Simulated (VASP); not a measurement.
A run of VASP 6.6.1 is set up as follows.

File POSCAR:

```
BaO
1.0
    0.0000000000      2.7718674917      2.7718674917
    2.7718674917      0.0000000000      2.7718674917
    2.7718674917      2.7718674917      0.0000000000
Ba O
1 1
Direct
    0.0000000000      0.0000000000      0.0000000000
    0.5000000000      0.5000000000      0.5000000000
```

INCAR.step1

```
SYSTEM = BaO
  ALGO = Normal
  EDIFF = 1E-5
  ENCUT = 520
  GGA = PE
  GGA_COMPAT = .False.
  ISIF = 2
  ISMEAR = 0
  LASPH = .True.
  LCHARG = .False.
  LREAL = .False.
  LWAVE = .True.
  NBANDS = 15
  NELM = 120
  PREC = Accurate
  SIGMA = 0.01
```

Contents of INCAR.step2:

```
SYSTEM = BaO
  ALGO = Normal
  EDIFF = 1E-6
  ENCUT = 520
  GGA = PE
  GGA_COMPAT = .False.
  HFSCREEN = 0.2079
  ISIF = 2
  ISMEAR = 0
  ISTART = 1
  LASPH = .True.
  LCHARG = .False.
  LHFCALC = .True.
  LREAL = .False.
  LWAVE = .False.
  NBANDS = 15
  NELM = 120
  PREC = Accurate
  PRECFOCK = Normal
  SIGMA = 0.01
```

Contents of KPOINTS:

```
k-points
0
Gamma
  4 4 4
  0 0 0
```

Potentials or basis: VASP PAW PBE potentials, release 64 (Ba_sv, O).

Launch:

```sh
$ cat potpaw_PBE.64/Ba_sv/POTCAR potpaw_PBE.64/O/POTCAR > POTCAR
$ cp INCAR.step1 INCAR
$ mpirun -np 1 vasp_std > vasp.out
$ cp INCAR.step2 INCAR
$ mpirun -np 1 vasp_std > vasp.out
```

Question: Estimate the band gap on the k mesh.

Answer: 3.25 eV.

Question: What does it give for the pressure?

Answer: 1.1 GPa.

Caveat: the k points lie up to 0.49 Å⁻¹ apart; the PAW data sets were made with another functional, which shifts forces and pressure a little; spin-orbit coupling is left out, which moves the levels of the heavy elements. A k mesh can miss the band edges.
